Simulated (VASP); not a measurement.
# Nb (I4/mmm) in VASP: single point with r2SCAN

Aim: the single point of Nb with r2SCAN.

All numbers are computed with VASP 6.6.1; they aren't measurements. Logs are shortened: lines on timing, memory, paths and dates and some standing lists are left out, and cuts for length are marked.

## Step 1: The cell of the first run

It takes space group I4/mmm (No. 139, tetragonal). The conventional cell has a = 3.081 Å, b = 3.081 Å, c = 4.103 Å, α = 90.00°, β = 90.00°, γ = 90.00°. Within 3.9 Å of Nb (site symmetry 4/mmm) lie 12 Nb at 2.99 to 3.08 Å.

## Step 2: Single point, r2SCAN (strain +0.030 along x and y, -0.030 along z)

POSCAR reads:

```
Nb
1.0
    0.0000000000      2.1784500000      2.0515500000
    2.1784500000      0.0000000000      2.0515500000
    2.1784500000      2.1784500000      0.0000000000
Nb
1
Direct
    0.0000000000      0.0000000000      0.0000000000
```

INCAR.step1 reads:

```
  PREC = Accurate
  ENCUT = 520
  ISMEAR = 0
  SIGMA = 0.15
  LREAL = False
  LASPH = True
  NELM = 60
  NBANDS = 12
  GGA = PE
  ALGO = Normal
  EDIFF = 1E-4
  LWAVE = True
  LCHARG = False
```

INCAR.step2 reads:

```
  PREC = Accurate
  ENCUT = 520
  EDIFF = 1E-7
  ISMEAR = 0
  SIGMA = 0.15
  LREAL = False
  LASPH = True
  NELM = 60
  ALGO = Normal
  ISIF = 2
  LWAVE = False
  LCHARG = True
  METAGGA = R2SCAN
  LMIXTAU = True
  LELF = True
  LVHAR = True
  NBANDS = 12
  ISTART = 1
```

KPOINTS reads:

```
regular mesh
0
Gamma
  20 20 20
```

Potentials or basis: VASP PAW PBE potentials, release 64 (Nb_sv).

The run is started by

```sh
$ cat potpaw_PBE.64/Nb_sv/POTCAR > POTCAR
$ cp INCAR.step1 INCAR
$ mpirun -np 1 vasp_std > vasp.out
$ cp INCAR.step2 INCAR
$ mpirun -np 1 vasp_std > vasp.out
```

OUTCAR:

```text
PREC = Accurate
   ENCUT = 520
   EDIFF = 1E-7
   ISMEAR = 0
   LREAL = False
   LASPH = True
   NELM = 60
   ISIF = 2
   METAGGA = R2SCAN
   ISTART = 1

 ion  position               nearest neighbor table
   1  0.000  0.000  0.000-

  LATTYP: Found a body centered tetragonal cell.
 ALAT       =     3.0807935350
 C/A-ratio  =     1.3318321898

  Lattice vectors:

 A1 = (   0.0000000000,  -2.1784500000,  -2.0515500000)
 A2 = (   0.0000000000,   2.1784500000,  -2.0515500000)
 A3 = (   2.1784500000,   0.0000000000,   2.0515500000)

Analysis of symmetry for initial positions (statically):
=====================================================================
 Subroutine PRICEL returns:
 Original cell was already a primitive cell.

 Routine SETGRP: Setting up the symmetry group for a
 body centered tetragonal supercell.

 Subroutine GETGRP returns: Found 16 space group operations
 (whereof 16 operations were pure point group operations)
 out of a pool of 16 trial point group operations.

The static configuration has the point symmetry D_4h.

Analysis of symmetry for dynamics (positions and initial velocities):
=====================================================================
 Subroutine PRICEL returns:
 Original cell was already a primitive cell.

 Routine SETGRP: Setting up the symmetry group for a
 body centered tetragonal supercell.

 Subroutine GETGRP returns: Found 16 space group operations
 (whereof 16 operations were pure point group operations)
 out of a pool of 16 trial point group operations.

The dynamic configuration has the point symmetry D_4h.

 Subroutine INISYM returns: Found 16 space group operations
 (whereof 16 operations are pure point group operations),
 and found     1 'primitive' translations

----------------------------------------------------------------------------------------

                                     Primitive cell

  volume of cell :      19.4719

  direct lattice vectors                    reciprocal lattice vectors
     0.000000000  2.178450000  2.051550000    -0.229520990  0.229520990  0.243718164
     2.178450000  0.000000000  2.051550000     0.229520990 -0.229520990  0.243718164
     2.178450000  2.178450000  0.000000000     0.229520990  0.229520990 -0.243718164

  length of vectors
     2.992407359  2.992407359  3.080793535     0.405904315  0.405904315  0.405904315

  position of ions in fractional coordinates (direct lattice)
     0.000000000  0.000000000  0.000000000

  ion indices of the primitive-cell ions
   primitive index   ion index
                 1           1

----------------------------------------------------------------------------------------

 KPOINTS: regular mesh

Automatic generation of k-mesh.
 Grid dimensions read from file:
 generate k-points for:   20   20   20

 Generating k-lattice:

  Cartesian coordinates                     Fractional coordinates (reciprocal lattice)
    -0.011476049  0.011476049  0.012185908     0.050000000  0.000000000  0.000000000
     0.011476049 -0.011476049  0.012185908     0.000000000  0.050000000  0.000000000
     0.011476049  0.011476049 -0.012185908     0.000000000  0.000000000  0.050000000

  Length of vectors
     0.020295216  0.020295216  0.020295216

  Shift w.r.t. Gamma in fractional coordinates (k-lattice)
     0.000000000  0.000000000  0.000000000

 Subroutine IBZKPT returns following result:
 ===========================================

 Found    641 irreducible k-points:

 Following reciprocal coordinates:
            Coordinates               Weight
  0.000000  0.000000  0.000000      1.000000
  0.050000  0.000000  0.000000      8.000000
  0.100000  0.000000  0.000000      8.000000
  0.150000  0.000000  0.000000      8.000000
  0.200000  0.000000  0.000000      8.000000
  0.250000  0.000000  0.000000      8.000000
[... 16 lines left out ...]
 -0.400000  0.050000  0.000000      8.000000
 -0.350000  0.050000  0.000000      8.000000
 [... further k-points ...]
   k-points           NKPTS =    641   k-points in BZ     NKDIM =    641   number of bands    NBANDS=     12
   number of dos      NEDOS =    301   number of ions     NIONS =      1
   total plane-waves  NPLWV =  13824
   dimension x,y,z NGX =    24 NGY =   24 NGZ =   24
   dimension x,y,z NGXF=    48 NGYF=   48 NGZF=   48
   ions per type =               1
   NGX,Y,Z   is equivalent  to a cutoff of  13.33, 13.33, 12.95 a.u.
   NGXF,Y,Z  is equivalent  to a cutoff of  26.67, 26.67, 25.90 a.u.
 SYSTEM =  unknown system
   PREC   = accura    normal or accurate (medium, high low for compatibility)
   ISTART =      1    job   : 0-new  1-cont  2-samecut
   ICHARG =      0    charge: 1-file 2-atom 10-const
   ISPIN  =      1    spin polarized calculation?
   LNONCOLLINEAR =      F non collinear calculations
   LSORBIT =      F    spin-orbit coupling
   LASPH  =      T    aspherical Exc in radial PAW
   ENCUT  =  520.0 eV  38.22 Ry    6.18 a.u.   5.56  5.56  5.73*2*pi/ulx,y,z
   NELM   =     60;   NELMIN=  2; NELMDL=  0     # of ELM steps
   EDIFF  = 0.1E-06   stopping-criterion for ELM
   LREAL  =      F    real-space projection
   EDIFFG = 0.1E-05   stopping-criterion for IOM
   NSW    =      0    number of steps for IOM
   IBRION =     -1    ionic relax: 0-MD 1-quasi-New 2-CG
   NFREE  =      0    steps in history (QN), initial steepest desc. (CG)
   ISIF   =      2    stress and relaxation
   ISYM   =      2    0-nonsym 1-usesym 2-fastsym
   POTIM  = 0.5000    time-step for ionic-motion
   TEBEG  =    0.0;   TEEND  =   0.0 temperature during run
   PSTRESS=    0.0 pullay stress
   NELECT =      13.0000    total number of electrons
   NUPDOWN=      -1.0000    fix difference up-down
   EMIN   =  10.00;   EMAX   =-10.00  energy-range for DOS
   EFERMI =   0.00;   METHOD = LEGACY
   ISMEAR =     0;   SIGMA  =   0.15  broadening in eV -4-tet -1-fermi 0-gaus
   EFERMI_NEDOS =   21; number of points for ismear=-14 and -15
   IALGO  =     38    algorithm
   IMIX   =      4    mixing-type and parameters
     AMIX     =   0.40;   BMIX     =  1.00
     AMIX_MAG =   1.60;   BMIX_MAG =  1.00
  volume/ion in A,a.u.               =      19.47       131.40
  Fermi-wavevector in a.u.,A,eV,Ry     =   1.430826  2.703869 27.854708  2.047263
  Thomas-Fermi vector in A             =   2.550629
   LORBIT       =      0    0 simple, 1 ext, 2 COOP (PROOUT), +10 PAW based schemes
   METAGGA = R2SCAN    functional components
   LHFCALC =     F    Hartree Fock is set to
   AEXX    =    0.0000 exact exchange contribution
   IVDW    =     0    specifies the selected vdW correction
   LEPSILON=     F    determine dielectric tensor
   LRPA    =     F    only Hartree local field effects (RPA)
 non-spin polarized calculation
 Gauss-broadening in eV      SIGMA  =   0.15
  energy-cutoff  :      520.00
  volume of cell :       19.47
 maximum number of plane-waves:       539
   NGX = 11   NGY = 11   NGZ = 11

 number of electron      12.9999999 magnetization

 Free energy of the ion-electron system (eV)
  ---------------------------------------------------
  ext. energy  EPLUGINS =         0.00000000
  ---------------------------------------------------
  free energy    TOTEN  =       -24.53591186 eV

  energy without entropy =      -24.52023365  energy(sigma->0) =      -24.52807276

 E-fermi :  10.4194     XC(G=0): -13.1726

 val. band max:       10.4188855847   @ k =   0.4500   0.3000   0.1000
 cond. band min:      10.4198869695   @ k =   0.3500   0.0500   0.2500
 fundamental gap:      0.0010013849
 Fermi energy:        10.4194332712

 k-point     1 :       0.0000    0.0000    0.0000
  band No.  band energies     occupation
      1     -46.2113      2.00000
      2     -20.9119      2.00000
      3     -20.9119      2.00000
      4     -20.9094      2.00000
      5       3.9423      2.00000
      6      10.4033      1.12083
      7      10.4033      1.12083
      8      11.1336      0.00000
      9      12.8181      0.00000
     10      13.7329      0.00000
     11      22.7188      0.00000
     12      27.1051      0.00000

 k-point     2 :       0.0500    0.0000    0.0000
  band No.  band energies     occupation
      1     -46.2069      2.00000
      2     -20.9405      2.00000
      3     -20.9167      2.00000
      4     -20.9128      2.00000
      5       4.0369      2.00000
      6      10.3734      1.33577
      7      10.4455      0.80596
      8      11.1283      0.00000
      9      12.7896      0.00000
     10      13.6854      0.00000
     11      22.9101      0.00000
     12      26.9079      0.00000

 k-point     3 :       0.1000    0.0000    0.0000
  band No.  band energies     occupation
      1     -46.1941      2.00000
      2     -21.0254      2.00000
      3     -20.9305      2.00000
      4     -20.9200      2.00000
      5       4.3116      2.00000
      6      10.2542      1.88083
      7      10.5551      0.20073
      8      11.1579      0.00000
      9      12.7295      0.00000
     10      13.5634      0.00000
     11      23.4379      0.00000
     12      26.2336      0.00000

 k-point     4 :       0.1500    0.0000    0.0000
  band No.  band energies     occupation
      1     -46.1741      2.00000
      2     -21.1561      2.00000
      3     -20.9519      2.00000
      4     -20.9311      2.00000
      5       4.7386      2.00000
      6      10.0438      1.99960
      7      10.6773      0.01505
      8      11.2573      0.00000
      9      12.7130      0.00000
     10      13.4271      0.00000
     11      24.1060      0.00000
     12      25.4067      0.00000

 k-point     5 :       0.2000    0.0000    0.0000
  band No.  band energies     occupation
      1     -46.1488      2.00000
      2     -21.3180      2.00000
      3     -20.9788      2.00000
      4     -20.9451      2.00000
      5       5.2648      2.00000
      6       9.8292      2.00000
      7      10.7280      0.00363
      8      11.3645      0.00000
      9      12.8460      0.00000
     10      13.3697      0.00000
     11      23.9945      0.00000
     12      25.4084      0.00000
[... 228 lines left out ...]
      1     -46.0260      2.00000
      2     -22.0321      2.00000
      3     -21.1101      2.00000
      4     -21.0289      2.00000
      5       6.6263      2.00000
      6      10.1767      1.97789
      7      10.7227      0.00425
      8      11.4959      0.00000
      9      15.1262      0.00000
     10      15.3442      0.00000
     11      20.9478      0.00000
     12      22.6453      0.00000

 k-point    22 :      -0.4500    0.0500    0.0000
  band No.  band energies     occupation
      1     -46.0282      2.00000
      2     -22.0190      2.00000
      3     -21.1032      2.00000
      4     -21.0338      2.00000
      5       6.6293      2.00000
      6      10.1821      1.97474
      7      10.6972      0.00881
      8      11.4683      0.00000
      9      15.1499      0.00000
     10      15.1833      0.00000
     11      21.0335      0.00000
     12      22.7160      0.00000

 k-point    23 :      -0.4000    0.0500    0.0000
  band No.  band energies     occupation
      1     -46.0392      2.00000
      2     -21.9558      2.00000
      3     -21.0878      2.00000
      4     -21.0335      2.00000
      5       6.6295      2.00000
      6      10.2506      1.88849
      7      10.6525      0.02801
      8      11.1680      0.00000
      9      14.7100      0.00000
     10      15.0206      0.00000
     11      21.4210      0.00000
     12      23.2440      0.00000

 k-point    24 :      -0.3500    0.0500    0.0000
  band No.  band energies     occupation
      1     -46.0578      2.00000
      2     -21.8476      2.00000
      3     -21.0651      2.00000
      4     -21.0279      2.00000
      5       6.5787      2.00000
      6      10.3258      1.62240
      7      10.3755      1.32109
      8      11.0458      0.00000
      9      14.1278      0.00000
     10      14.7041      0.00000
     11      21.9512      0.00000
     12      24.1677      0.00000

 [... further k-points ...]
[... 5 lines left out ...]
  --------------------------------------------------------------------------------------
  -------------------------------------------------------------------------------------
  Total       -0.3805468     -0.3805468     -1.9107521      0.0000000     -0.0000000     -0.0000000
  in kB      -31.3120393    -31.3120393   -157.2199407      0.0000000     -0.0000000     -0.0000000
  external PRESSURE =     -73.2813398 kB  Pullay stress =       0.0000000 kB

 VOLUME and BASIS-vectors are now :
 -----------------------------------------------------------------------------
  energy-cutoff  :      520.00
  volume of cell :       19.47
      direct lattice vectors                 reciprocal lattice vectors
     0.000000000  2.178450000  2.051550000    -0.229520990  0.229520990  0.243718164
     2.178450000  0.000000000  2.051550000     0.229520990 -0.229520990  0.243718164
     2.178450000  2.178450000  0.000000000     0.229520990  0.229520990 -0.243718164

 POSITION                                       TOTAL-FORCE (eV/Angst)
 -----------------------------------------------------------------------------------
      0.00000      0.00000      0.00000         0.000000      0.000000      0.000000
 -----------------------------------------------------------------------------------
    total drift:                               -0.000000      0.000000      0.000000

  FREE ENERGIE OF THE ION-ELECTRON SYSTEM (eV)
  ---------------------------------------------------
  free  energy   TOTEN  =       -24.5359118631 eV

  energy  without entropy=      -24.5202336490  energy(sigma->0) =      -24.52807276
```

Run time: 6.5 min. Hardware: 1 thread of AMD EPYC 9R45 (Zen 5), shared host; peak memory 0.23 GiB.

Results:

```
Free energy            : -24.5359 eV
Pressure               : -7.3 GPa
Band gap on the k mesh : zero (an odd number of electrons rules out a gap without spin polarisation)
```

Caveat: the cell differs from its parent crystal (strain +0.030 along x and y, -0.030 along z); the stress differs along the axes, from -16 to -3 GPa; the PAW data sets were made with another functional, which shifts forces and pressure a little.
